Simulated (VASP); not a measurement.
Cu3Au, 4 atoms in the cell. The structure is cubic, space group Pm-3m (No. 221). The conventional cell has a = 3.735 Å, b = 3.735 Å, c = 3.735 Å, α = 90.00°, β = 90.00°, γ = 90.00°. Within 3.5 Å of Cu (site symmetry 4/mmm) lie 8 Cu at 2.64 Å and 4 Au at 2.64 Å. Au (site symmetry m-3m) has 12 Cu at 2.64 Å within 3.5 Å. 

```yaml
Program: VASP 6.6.1
Task: relaxation of cell and atoms
Functional: PBE
Potentials_or_basis: VASP PAW PBE potentials, release 64 (Cu, Au)
Cutoff: 600 eV
k_mesh: 6 × 6 × 6
Occupations: gaussian, width 0.1 eV
Spin: no spin polarisation
Dipole_correction: no
Further_INCAR_settings: ALGO = Normal; EDIFF = 1e-07; IBRION = 2; EDIFFG = -0.04; NSW = 90; ISIF = 3
```

Potentials or basis: VASP PAW PBE potentials, release 64 (Cu, Au).

The run is started by

```bash
$ cat potpaw_PBE.64/Cu/POTCAR potpaw_PBE.64/Au/POTCAR > POTCAR
$ mpirun -np 1 vasp_std > vasp.out
```

Hardware: 1 thread of Intel(R) Xeon(R) Platinum 8375C CPU @ 2.90GHz (Ice Lake), on a shared host.

Task: How long does it take, and how much memory?

Result: Run time: 69 s on 1 thread of Intel(R) Xeon(R) Platinum 8375C CPU @ 2.90GHz (Ice Lake), on a shared host, peak memory 0.19 GiB. Counts: scf iterations 38, k points 20, ion steps 3.
